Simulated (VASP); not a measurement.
Runs of VASP 6.6.1 on Al. The structure is that of space group P6_3/mmc (No. 194), or close to it. The cells are those of the table. 

```tsv
task	cell	cutoff (eV)	gap on the mesh (eV)	pressure (GPa)
single point	a = 2.763, b = 2.763, c = 4.607 Å, angles 90.0, 90.0, 120.0°, 2 atoms	520	none	4.6
relaxation of cell and atoms	relaxed from a = 2.812, b = 2.812, c = 4.867 Å, angles 90.0, 90.0, 120.0°, 2 atoms	600	none	0.1
single point	a = 2.828, b = 2.828, c = 4.739 Å, angles 90.0, 90.0, 120.0°, 2 atoms	520	none	(a)
relaxation of cell and atoms	relaxed to 5 GPa from a = 2.812, b = 2.812, c = 4.867 Å, angles 90.0, 90.0, 120.0°, 2 atoms	600	none	5.1
relaxation of cell and atoms	relaxed to 2 GPa from a = 2.812, b = 2.812, c = 4.867 Å, angles 90.0, 90.0, 120.0°, 2 atoms	600	none	2.0
single point	a = 2.727, b = 2.727, c = 4.537 Å, angles 90.0, 90.0, 120.0°, 2 atoms	520	none	(b)
single point	a = 2.806, b = 2.806, c = 4.699 Å, angles 90.0, 90.0, 120.0°, 2 atoms	520	none	-0.3
single point	a = 2.788, b = 2.788, c = 4.659 Å, angles 90.0, 90.0, 120.0°, 2 atoms	520	none	1.7
relaxation of cell and atoms	relaxed to -2 GPa from a = 2.812, b = 2.812, c = 4.867 Å, angles 90.0, 90.0, 120.0°, 2 atoms	600	none	-2.1
```

Alike in all rows: level r2SCAN; potentials or basis VASP PAW PBE potentials, release 64 (Al); no spin polarisation; k mesh 14 × 14 × 7; smearing methfessel-paxton 0.15 eV.

Task: Estimate the missing entries.

Result: (a) -2.3; (b) 9.5.

Caveats: the PAW data sets were made with another functional, which shifts forces and pressure a little; the cell is relaxed towards a set pressure, so the enthalpy falls and the energy may rise (some runs).

A gap of «none» marks levels without a gap at the run's occupations.
